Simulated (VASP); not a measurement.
# W (I4/mmm) in VASP: a series of runs

Runs on W. Level: r2SCAN. Tasks: single point.

All numbers are computed with VASP 6.6.1; they aren't measurements. Logs are shortened: lines on timing, memory, paths and dates and some standing lists are left out, and cuts for length are marked.

## Step 1: The cell of the first run

It takes space group I4/mmm (No. 139, tetragonal). Conventional cell: a = 2.871 Å, b = 2.871 Å, c = 3.654 Å, α = 90.00°, β = 90.00°, γ = 90.00°. Within 3.7 Å of W (site symmetry 4/mmm) lie 14 W at 2.73 to 3.65 Å.

## Step 2: Single point, r2SCAN (strain -0.1000 x Voigt [0, 1, 0, 0, 0, 0])

File POSCAR:

```
W
1.0
    0.0000000000      1.8270000000      2.0300000000
    2.0300000000      0.0000000000      2.0300000000
    2.0300000000      1.8270000000      0.0000000000
W
1
Direct
    0.0000000000      0.0000000000      0.0000000000
```

File INCAR.step1:

```
ALGO = Normal
EDIFF = 1E-4
ENCUT = 520
GGA = PE
ISMEAR = 0
LASPH = True
LCHARG = False
LREAL = False
LWAVE = True
NBANDS = 13
NELM = 80
PREC = Accurate
SIGMA = 0.15
```

File INCAR.step2:

```
ALGO = Normal
EDIFF = 1E-6
ENCUT = 520
ISIF = 2
ISMEAR = 0
ISTART = 1
LASPH = True
LCHARG = False
LMIXTAU = True
LREAL = False
LWAVE = False
METAGGA = R2SCAN
NBANDS = 13
NELM = 80
PREC = Accurate
SIGMA = 0.15
```

File KPOINTS:

```
k-points
0
Gamma
  20 20 20
```

Potentials or basis: VASP PAW PBE potentials, release 64 (W_sv).

Started as:

```sh
$ cat potpaw_PBE.64/W_sv/POTCAR > POTCAR
$ cp INCAR.step1 INCAR
$ mpirun -np 1 vasp_std > vasp.out
$ cp INCAR.step2 INCAR
$ mpirun -np 1 vasp_std > vasp.out
```

OUTCAR:

```text
EDIFF = 1E-6
   ENCUT = 520
   ISIF = 2
   ISMEAR = 0
   ISTART = 1
   LASPH = True
   LREAL = False
   METAGGA = R2SCAN
   NELM = 80
   PREC = Accurate

 ion  position               nearest neighbor table
   1  0.000  0.000  0.000-

  LATTYP: Found a body centered tetragonal cell.
 ALAT       =     2.8708535316
 C/A-ratio  =     1.2727922061

  Lattice vectors:

 A1 = (   0.0000000000,  -1.8270000000,   2.0300000000)
 A2 = (   0.0000000000,  -1.8270000000,  -2.0300000000)
 A3 = (   2.0300000000,   1.8270000000,   0.0000000000)

Analysis of symmetry for initial positions (statically):
=====================================================================
 Subroutine PRICEL returns:
 Original cell was already a primitive cell.

 Routine SETGRP: Setting up the symmetry group for a
 body centered tetragonal supercell.

 Subroutine GETGRP returns: Found 16 space group operations
 (whereof 16 operations were pure point group operations)
 out of a pool of 16 trial point group operations.

The static configuration has the point symmetry D_4h.

Analysis of symmetry for dynamics (positions and initial velocities):
=====================================================================
 Subroutine PRICEL returns:
 Original cell was already a primitive cell.

 Routine SETGRP: Setting up the symmetry group for a
 body centered tetragonal supercell.

 Subroutine GETGRP returns: Found 16 space group operations
 (whereof 16 operations were pure point group operations)
 out of a pool of 16 trial point group operations.

The dynamic configuration has the point symmetry D_4h.

 Subroutine INISYM returns: Found 16 space group operations
 (whereof 16 operations are pure point group operations),
 and found     1 'primitive' translations

----------------------------------------------------------------------------------------

                                     Primitive cell

  volume of cell :      15.0578

  direct lattice vectors                    reciprocal lattice vectors
     0.000000000  1.827000000  2.030000000    -0.246305419  0.273672687  0.246305419
     2.030000000  0.000000000  2.030000000     0.246305419 -0.273672687  0.246305419
     2.030000000  1.827000000  0.000000000     0.246305419  0.273672687 -0.246305419

  length of vectors
     2.731085682  2.870853532  2.731085682     0.442977944  0.442977944  0.442977944

  position of ions in fractional coordinates (direct lattice)
     0.000000000  0.000000000  0.000000000

  ion indices of the primitive-cell ions
   primitive index   ion index
                 1           1

----------------------------------------------------------------------------------------

 KPOINTS: k-points

Automatic generation of k-mesh.
 Grid dimensions read from file:
 generate k-points for:   20   20   20

 Generating k-lattice:

  Cartesian coordinates                     Fractional coordinates (reciprocal lattice)
    -0.012315271  0.013683634  0.012315271     0.050000000  0.000000000 -0.000000000
     0.012315271 -0.013683634  0.012315271     0.000000000  0.050000000  0.000000000
     0.012315271  0.013683634 -0.012315271    -0.000000000  0.000000000  0.050000000

  Length of vectors
     0.022148897  0.022148897  0.022148897

  Shift w.r.t. Gamma in fractional coordinates (k-lattice)
     0.000000000  0.000000000  0.000000000

 Subroutine IBZKPT returns following result:
 ===========================================

 Found    641 irreducible k-points:

 Following reciprocal coordinates:
            Coordinates               Weight
  0.000000  0.000000  0.000000      1.000000
  0.050000  0.000000  0.000000      8.000000
  0.100000  0.000000  0.000000      8.000000
  0.150000  0.000000  0.000000      8.000000
  0.200000  0.000000  0.000000      8.000000
  0.250000  0.000000 -0.000000      8.000000
[... 16 lines left out ...]
 -0.400000  0.050000 -0.000000     16.000000
 -0.350000  0.050000 -0.000000     16.000000
 [... further k-points ...]
   k-points           NKPTS =    641   k-points in BZ     NKDIM =    641   number of bands    NBANDS=     13
   number of dos      NEDOS =    301   number of ions     NIONS =      1
   total plane-waves  NPLWV =   9600
   dimension x,y,z NGX =    20 NGY =   24 NGZ =   20
   dimension x,y,z NGXF=    40 NGYF=   48 NGZF=   40
   ions per type =               1
   NGX,Y,Z   is equivalent  to a cutoff of  12.17, 13.90, 12.17 a.u.
   NGXF,Y,Z  is equivalent  to a cutoff of  24.35, 27.80, 24.35 a.u.
 SYSTEM =  unknown system
   PREC   = accura    normal or accurate (medium, high low for compatibility)
   ISTART =      1    job   : 0-new  1-cont  2-samecut
   ICHARG =      0    charge: 1-file 2-atom 10-const
   ISPIN  =      1    spin polarized calculation?
   LNONCOLLINEAR =      F non collinear calculations
   LSORBIT =      F    spin-orbit coupling
   LASPH  =      T    aspherical Exc in radial PAW
   ENCUT  =  520.0 eV  38.22 Ry    6.18 a.u.   5.08  5.34  5.08*2*pi/ulx,y,z
   NELM   =     80;   NELMIN=  2; NELMDL=  0     # of ELM steps
   EDIFF  = 0.1E-05   stopping-criterion for ELM
   LREAL  =      F    real-space projection
   EDIFFG = 0.1E-04   stopping-criterion for IOM
   NSW    =      0    number of steps for IOM
   IBRION =     -1    ionic relax: 0-MD 1-quasi-New 2-CG
   NFREE  =      0    steps in history (QN), initial steepest desc. (CG)
   ISIF   =      2    stress and relaxation
   ISYM   =      2    0-nonsym 1-usesym 2-fastsym
   POTIM  = 0.5000    time-step for ionic-motion
   TEBEG  =    0.0;   TEEND  =   0.0 temperature during run
   PSTRESS=    0.0 pullay stress
   NELECT =      14.0000    total number of electrons
   NUPDOWN=      -1.0000    fix difference up-down
   EMIN   =  10.00;   EMAX   =-10.00  energy-range for DOS
   EFERMI =   0.00;   METHOD = LEGACY
   ISMEAR =     0;   SIGMA  =   0.15  broadening in eV -4-tet -1-fermi 0-gaus
   EFERMI_NEDOS =   21; number of points for ismear=-14 and -15
   IALGO  =     38    algorithm
   IMIX   =      4    mixing-type and parameters
     AMIX     =   0.40;   BMIX     =  1.00
     AMIX_MAG =   1.60;   BMIX_MAG =  1.00
  volume/ion in A,a.u.               =      15.06       101.61
  Fermi-wavevector in a.u.,A,eV,Ry     =   1.597830  3.019461 34.736510  2.553061
  Thomas-Fermi vector in A             =   2.695375
   LORBIT       =      0    0 simple, 1 ext, 2 COOP (PROOUT), +10 PAW based schemes
   METAGGA = R2SCAN    functional components
   LHFCALC =     F    Hartree Fock is set to
   AEXX    =    0.0000 exact exchange contribution
   IVDW    =     0    specifies the selected vdW correction
   LEPSILON=     F    determine dielectric tensor
   LRPA    =     F    only Hartree local field effects (RPA)
 non-spin polarized calculation
 Gauss-broadening in eV      SIGMA  =   0.15
  energy-cutoff  :      520.00
  volume of cell :       15.06
 maximum number of plane-waves:       428
   NGX = 11   NGY = 11   NGZ = 11

 number of electron      14.0000000 magnetization

 Free energy of the ion-electron system (eV)
  ---------------------------------------------------
  ext. energy  EPLUGINS =         0.00000000
  ---------------------------------------------------
  free energy    TOTEN  =       -50.84411471 eV

  energy without entropy =      -50.83593072  energy(sigma->0) =      -50.84002271

 E-fermi :  11.8707     XC(G=0): -15.2862

 val. band max:       11.8694171695   @ k =  -0.4000   0.0500  -0.0000
 cond. band min:      11.8727234220   @ k =   0.1500  -0.4500   0.1000
 fundamental gap:      0.0033062525
 Fermi energy:        11.8706850468

 k-point     1 :       0.0000    0.0000    0.0000
  band No.  band energies     occupation
      1     -63.9316      2.00000
      2     -26.7325      2.00000
      3     -26.7325      2.00000
      4     -26.6916      2.00000
      5       1.6376      2.00000
      6      10.4017      2.00000
      7      10.4017      2.00000
      8      12.0458      0.09876
      9      13.3735      0.00000
     10      15.5751      0.00000
     11      25.2139      0.00000
     12      29.7793      0.00000
     13      29.7793      0.00000

 k-point     2 :       0.0500    0.0000    0.0000
  band No.  band energies     occupation
      1     -63.9273      2.00000
      2     -26.7666      2.00000
      3     -26.7407      2.00000
      4     -26.7036      2.00000
      5       1.7664      2.00000
      6      10.3738      2.00000
      7      10.4579      2.00000
      8      12.0208      0.15700
      9      13.3420      0.00000
     10      15.4950      0.00000
     11      25.4772      0.00000
     12      29.6901      0.00000
     13      30.0061      0.00000

 k-point     3 :       0.1000    0.0000    0.0000
  band No.  band energies     occupation
      1     -63.9147      2.00000
      2     -26.8872      2.00000
      3     -26.7645      2.00000
      4     -26.7156      2.00000
      5       2.1400      2.00000
      6      10.2613      2.00000
      7      10.5960      2.00000
      8      12.0027      0.21317
      9      13.2914      0.00000
     10      15.2898      0.00000
     11      26.1906      0.00000
     12      29.2549      0.00000
     13      30.6683      0.00000

 k-point     4 :       0.1500    0.0000    0.0000
  band No.  band energies     occupation
      1     -63.8951      2.00000
      2     -27.0780      2.00000
      3     -26.8013      2.00000
      4     -26.7278      2.00000
      5       2.7176      2.00000
      6      10.0447      2.00000
      7      10.7207      2.00000
      8      12.0732      0.05621
      9      13.3496      0.00000
     10      15.0505      0.00000
     11      26.9840      0.00000
     12      28.6713      0.00000
     13      31.7188      0.00000

 k-point     5 :       0.2000    0.0000    0.0000
  band No.  band energies     occupation
      1     -63.8704      2.00000
      2     -27.3136      2.00000
      3     -26.8473      2.00000
      4     -26.7420      2.00000
      5       3.4237      2.00000
      6       9.8098      2.00000
      7      10.7124      2.00000
      8      12.1995      0.00193
      9      13.6706      0.00000
     10      14.9039      0.00000
     11      26.6975      0.00000
     12      29.1824      0.00000
     13      33.0970      0.00000
[... 257 lines left out ...]
 k-point    22 :      -0.4500    0.0500    0.0000
  band No.  band energies     occupation
      1     -63.7530      2.00000
      2     -28.3219      2.00000
      3     -27.0765      2.00000
      4     -26.8176      2.00000
      5       5.2664      2.00000
      6       9.6670      2.00000
      7      11.7219      1.83934
      8      12.0989      0.03141
      9      16.7697      0.00000
     10      18.1294      0.00000
     11      23.7649      0.00000
     12      25.1143      0.00000
     13      31.7418      0.00000

 k-point    23 :      -0.4000    0.0500   -0.0000
  band No.  band energies     occupation
      1     -63.7625      2.00000
      2     -28.2435      2.00000
      3     -27.0625      2.00000
      4     -26.8078      2.00000
      5       5.2633      2.00000
      6       9.7740      2.00000
      7      11.4565      1.99991
      8      11.8694      1.00954
      9      16.3229      0.00000
     10      17.7095      0.00000
     11      23.9010      0.00000
     12      26.1934      0.00000
     13      32.4111      0.00000

 k-point    24 :      -0.3500    0.0500   -0.0000
  band No.  band energies     occupation
      1     -63.7796      2.00000
      2     -28.1004      2.00000
      3     -27.0338      2.00000
      4     -26.7943      2.00000
      5       5.1989      2.00000
      6       9.9550      2.00000
      7      10.6472      2.00000
      8      12.0459      0.09860
      9      15.6985      0.00000
     10      16.9535      0.00000
     11      24.2524      0.00000
     12      27.7814      0.00000
     13      33.6862      0.00000

 [... further k-points ...]

------------------------ aborting loop because EDIFF is reached ----------------------------------------

  FORCE on cell =-STRESS in cart. coord.  units (eV):
  Direction    XX          YY          ZZ          XY          YZ          ZX
  --------------------------------------------------------------------------------------
  -------------------------------------------------------------------------------------
  Total        3.6173470      0.2965726      3.6173470      0.0000000     -0.0000000      0.0000000
  in kB      384.8931032     31.5559278    384.8931032      0.0000000     -0.0000000      0.0000000
  external PRESSURE =     267.1140447 kB  Pullay stress =       0.0000000 kB

 VOLUME and BASIS-vectors are now :
 -----------------------------------------------------------------------------
  energy-cutoff  :      520.00
  volume of cell :       15.06
      direct lattice vectors                 reciprocal lattice vectors
     0.000000000  1.827000000  2.030000000    -0.246305419  0.273672687  0.246305419
     2.030000000  0.000000000  2.030000000     0.246305419 -0.273672687  0.246305419
     2.030000000  1.827000000  0.000000000     0.246305419  0.273672687 -0.246305419

 POSITION                                       TOTAL-FORCE (eV/Angst)
 -----------------------------------------------------------------------------------
      0.00000      0.00000      0.00000         0.000000      0.000000      0.000000
 -----------------------------------------------------------------------------------
    total drift:                                0.000000      0.000000     -0.000000

  FREE ENERGIE OF THE ION-ELECTRON SYSTEM (eV)
  ---------------------------------------------------
  free  energy   TOTEN  =       -50.8441147105 eV

  energy  without entropy=      -50.8359307184  energy(sigma->0) =      -50.84002271
```

It took 4.4 min on 1 thread of Intel Xeon Platinum 8488C (Sapphire Rapids), shared host; peak memory 0.24 GiB.

What came out:

- Free energy: -50.8441 eV
- Pressure: 26.7 GPa
- Band gap on the k mesh: zero (bands 7 and 8 overlap by 5.74 eV)

Levels at points of the mesh, in eV from the Fermi level:
| k point | band 4 | band 5 | band 6 | band 7 | band 8 | band 9 | band 10 | band 11 |
| --- | --- | --- | --- | --- | --- | --- | --- | --- |
| (0.00, 0.00, 0.00) | -38.56 | -10.23 | -1.47 | -1.47 | 0.18 | 1.50 | 3.70 | 13.34 |
| (0.50, 0.00, 0.00) | -38.68 | -6.72 | -2.18 | -0.14 | 0.50 | 5.00 | 6.11 | 12.03 |
| (0.50, 0.50, 0.00) | -38.94 | -6.73 | -5.49 | 2.50 | 5.36 | 5.54 | 7.01 | 12.44 |
| (0.50, 0.00, 0.50) | -39.37 | -6.60 | -5.86 | 4.90 | 5.53 | 6.33 | 6.33 | 11.63 |

Caveat: the cell differs from its parent crystal (strain -0.1000 x Voigt [0, 1, 0, 0, 0, 0]); the stress differs along the axes, from 3 to 38 GPa; the PAW data sets were made with another functional, which shifts forces and pressure a little; spin-orbit coupling is left out, which moves the levels of the heavy elements.

(Continued in part 2 of 2.)
